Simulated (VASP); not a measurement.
A run of VASP 6.6.1 is set up as follows.

Contents of INCAR:

```
PREC = Accurate
ENCUT = 500
EDIFF = 1E-6
ISMEAR = 0
SIGMA = 0.05
LREAL = F
LASPH = T
NELM = 120
ALGO = Normal
ISIF = 2
LWAVE = F
LCHARG = T
GGA = PE
IVDW = 12
LELF = T
LVHAR = T
NBANDS = 20
GGA_COMPAT = F
```

File KPOINTS:

```
regular mesh
0
Gamma
  12 12 4
```

Contents of POSCAR:

```
MoS2
1.0
    3.1779315830      0.0000000000      0.0000000000
   -1.5889657915      2.7521694823      0.0000000000
    0.0000000000      0.0000000000      6.5262002988
Mo S
1 2
Direct
    0.0000000000      0.0000000000      0.0000000000
    0.3333333333      0.6666666667      0.2734172850
    0.3333333333      0.6666666667      0.7265827150
```

Potentials or basis: VASP PAW PBE potentials, release 64 (Mo_sv, S).

Launch:

```bash
$ cat potpaw_PBE.64/Mo_sv/POTCAR potpaw_PBE.64/S/POTCAR > POTCAR
$ mpirun -np 1 vasp_std > vasp.out
```

Question: What does it give for the pressure?

Answer: -15.9 GPa.

Question: What does it give for the dispersion energy per atom?

Answer: -0.396 eV.

Question: Estimate the band gap on the k mesh.

Answer: 0.65 eV, indirect (least direct gap 1.36 eV).

Forces on the atoms (eV/Å):
```
Mo   0.000  0.000  0.000
S    0.000  0.000 -3.542
S    0.000  0.000  3.542
```

Caveat: forces of over 1 eV/Å act on the atoms, so gaps and moduli don't describe the material at rest. A k mesh can miss the band edges.
